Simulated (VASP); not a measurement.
A run of VASP 6.6.1:

The input POSCAR:

```
PbO2
1.0
    0.0000000000      2.9106326500      2.9106326500
    2.9106326500      0.0000000000      2.9106326500
    2.9106326500      2.9106326500      0.0000000000
Pb O
1 2
Direct
    0.0000000000      0.0000000000      0.0000000000
    0.7500000000      0.7500000000      0.7500000000
    0.2500000000      0.2500000000      0.2500000000
```

File INCAR.step1:

```
SYSTEM = PbO2
PREC = Accurate
ENCUT = 520
EDIFF = 1E-6
ISMEAR = -5
SIGMA = 0.05
LREAL = .False.
LASPH = .True.
NELM = 120
ALGO = Normal
ISIF = 2
LWAVE = .False.
LCHARG = .True.
GGA = B5
ALDAX = 1.0
AGGAX = 1.0
AGGAC = 1.0
ALDAC = 0.0
NBANDS = 20
GGA_COMPAT = .False.
NEDOS = 2001
LORBIT = 11
```

File KPOINTS.step1:

```
regular mesh
0
Gamma
  9 9 9
  0 0 0
```

INCAR.step2

```
SYSTEM = PbO2
PREC = Accurate
ENCUT = 520
EDIFF = 1E-6
ISMEAR = -5
SIGMA = 0.05
LREAL = .False.
LASPH = .True.
NELM = 120
ALGO = Normal
ISIF = 2
LWAVE = .False.
LCHARG = .False.
GGA = B5
ALDAX = 1.0
AGGAX = 1.0
AGGAC = 1.0
ALDAC = 0.0
LORBIT = 11
NEDOS = 2001
ICHARG = 11
GGA_COMPAT = .False.
```

Contents of KPOINTS.step2:

```
regular mesh
0
Gamma
  14 14 14
  0 0 0
```

Potentials or basis: VASP PAW PBE potentials, release 64 (Pb_d, O).

Command:

```sh
$ cat potpaw_PBE.64/Pb_d/POTCAR potpaw_PBE.64/O/POTCAR > POTCAR
$ cp INCAR.step1 INCAR
$ cp KPOINTS.step1 KPOINTS
$ mpirun -np 1 vasp_std > vasp.out
$ cp INCAR.step2 INCAR
$ cp KPOINTS.step2 KPOINTS
$ mpirun -np 1 vasp_std > vasp.out
```

Hardware: 1 thread of Intel(R) Xeon(R) 6975P-C (Granite Rapids) (shared host).

Q: How long does it take, and how much memory?

A: Wall time 35 s on 1 thread of Intel(R) Xeon(R) 6975P-C (Granite Rapids) (shared host), peak memory 0.22 GiB. Counts: k points 104.
